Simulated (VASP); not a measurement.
SiO2, 12 atoms in the cell. It takes space group P4_12_12 (No. 92, tetragonal). The conventional cell has a = 4.993 Å, b = 4.993 Å, c = 6.934 Å, α = 90.00°, β = 90.00°, γ = 90.00°. Si (site symmetry 2) has 4 O at 1.61 Å within 2.1 Å. Within 2.1 Å of O (site symmetry 1) lie 2 Si at 1.61 Å. 

* Program: VASP 6.6.1
* Task: electric field gradients
* Functional: PBE
* Dispersion: D3(BJ)
* Potentials or basis: VASP PAW PBE potentials, release 64 (Si, O)
* Cutoff: 520 eV
* k mesh: 5 × 5 × 4
* Occupations: fermi-dirac, width 0.02 eV
* Spin: no spin polarisation
* Dipole correction: no
* Further INCAR settings: ALGO = Normal; EDIFF = 1e-08; NBANDS = 44

Potentials or basis: VASP PAW PBE potentials, release 64 (Si, O).

Launch:

```console
$ cat potpaw_PBE.64/Si/POTCAR potpaw_PBE.64/O/POTCAR > POTCAR
$ mpirun -np 1 vasp_std > vasp.out
```

Hardware: 1 thread of Intel Xeon 8259CL (shared host).

**Question.** How long does it take, and how much memory?

**Answer.** It took 4.4 min on 1 thread of Intel Xeon 8259CL, on a shared host, peak memory 0.32 GiB. Counts: scf iterations 17, k points 18.
